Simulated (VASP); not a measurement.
Wanted: the native input for a VASP 6.6.1 run.

- Task: single point
- Functional: LDA
- Potentials or basis: VASP PAW LDA potentials, release 64 (Hf_pv, O)
- Cutoff: 520 eV
- k mesh: 6 × 6 × 8
- Occupations: gaussian, width 0.05 eV
- Spin: no spin polarisation
- Dipole correction: no
- Further INCAR settings: ALGO = Normal; EDIFF = 1e-06; NBANDS = 31

The structure of HfO2 lies in POSCAR:

```
HfO2
1.0
    4.7989053175     -0.0556823726     -0.0814554893
   -0.0556823726      4.8151449630      0.0020353615
   -0.0542426282      0.0013553827      3.1301643032
Hf O
2 4
Direct
   -0.0111597870      0.0074667340     -0.0176207280
    0.4967559737      0.4984763580      0.5078255686
    0.2045072468      0.8049249734      0.5231070031
    0.3024677400      0.3086921636     -0.0010628368
    0.6979538434      0.6874739203      0.0088621657
    0.8094749830      0.1929658505      0.4788888274
```

This cell differs from its parent crystal: atoms moved at random and the cell strained at random.

One way to write it, as run:

INCAR

```
SYSTEM = HfO2
PREC = Accurate ; ENCUT = 520
EDIFF = 1E-6 ; ISMEAR = 0
SIGMA = 0.05 ; LREAL = .FALSE.
LASPH = .TRUE. ; NELM = 100
ALGO = Normal ; ISIF = 2
LWAVE = .FALSE. ; LCHARG = .FALSE.
GGA = CA ; NBANDS = 31
```

KPOINTS

```
Automatic mesh
0
G
  6 6 8
  0 0 0
```

Potentials or basis: VASP PAW LDA potentials, release 64 (Hf_pv, O).

Launch:

```console
$ cat potpaw_LDA.64/Hf_pv/POTCAR potpaw_LDA.64/O/POTCAR > POTCAR
$ mpirun -np 1 vasp_std > vasp.out
```

It gave:

The pressure is 2.4 GPa, the largest force is 1.626 eV/Å and the band gap on the k mesh is 3.85 eV, direct.

Caveat: the cell differs from its parent crystal (atoms moved at random and the cell strained at random); spin-orbit coupling is left out, which moves the levels of the heavy elements; forces of over 1 eV/Å act on the atoms, so gaps and moduli don't describe the material at rest.

Wall time 94 s on 1 thread of Intel(R) Xeon(R) 6975P-C (Granite Rapids), on a shared host, peak memory 0.35 GiB.
